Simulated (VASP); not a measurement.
Here is a VASP 6.6.1 calculation.

INCAR

```
ALGO = Fast
EDIFF = 1E-6
EDIFFG = -0.01
ENCUT = 600
GGA = PE
IBRION = 2
ISIF = 4
ISMEAR = 0
LASPH = T
LCHARG = F
LREAL = F
LWAVE = F
NELM = 60
NSW = 50
PREC = Accurate
SIGMA = 0.1
```

File KPOINTS:

```
k-points
0
Gamma
  15 15 8
```

The input POSCAR:

```
Sc
1.0
    3.2517128344      0.0000000000      0.0000000000
   -1.6258564172      2.8160659204      0.0000000000
    0.0000000000      0.0000000000      5.0572582851
Sc
2
Direct
    0.3333333333      0.6666666667      0.2500000000
    0.6666666667      0.3333333333      0.7500000000
```

Potentials or basis: VASP PAW PBE potentials, release 64 (Sc_sv).

The run is started by

```console
$ cat potpaw_PBE.64/Sc_sv/POTCAR > POTCAR
$ mpirun -np 1 vasp_std > vasp.out
```

Problem. What does it give for the band gap on the k mesh?

Solution. Zero (bands 11 and 12 overlap by 1.61 eV).

Stress tensor (GPa, compression positive):
```
3.83 0.00 0.00
0.00 3.83 0.00
0.00 0.00 3.76
```
